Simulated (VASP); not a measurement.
TiC, 2 atoms in the cell. It takes space group R-3m (No. 166, trigonal). Conventional cell: a = 3.091 Å, b = 3.091 Å, c = 7.346 Å, α = 90.00°, β = 90.00°, γ = 120.00°. Ti (site symmetry -3m) has 6 C at 2.16 Å within 2.9 Å. C (site symmetry -3m) has 6 Ti at 2.16 Å within 2.9 Å.  This cell differs from its parent crystal: equal xy, yz and zx shear strains of -2 %.

```yaml
Program: VASP 6.6.1
Task: single point
Functional: PBE
Potentials_or_basis: VASP PAW PBE potentials, release 64 (Ti_sv, C)
Cutoff: 520 eV
k_mesh: 16 × 16 × 16
Occupations: fermi-dirac, width 0.03 eV
Spin: no spin polarisation
Dipole_correction: no
Further_INCAR_settings: ALGO = Normal; EDIFF = 1e-07; NBANDS = 15
```

Potentials or basis: VASP PAW PBE potentials, release 64 (Ti_sv, C).

Launch:

```sh
$ cat potpaw_PBE.64/Ti_sv/POTCAR potpaw_PBE.64/C/POTCAR > POTCAR
$ mpirun -np 1 vasp_std > vasp.out
```

Hardware: 1 thread of Intel(R) Xeon(R) Platinum 8488C (Sapphire Rapids), with other jobs on the host.

**Question.** Estimate the wall time of this run.

**Answer.** Run time: 67 s on 1 thread of Intel(R) Xeon(R) Platinum 8488C (Sapphire Rapids), with other jobs on the host, peak memory 0.25 GiB. Counts: scf iterations 17, k points 417.
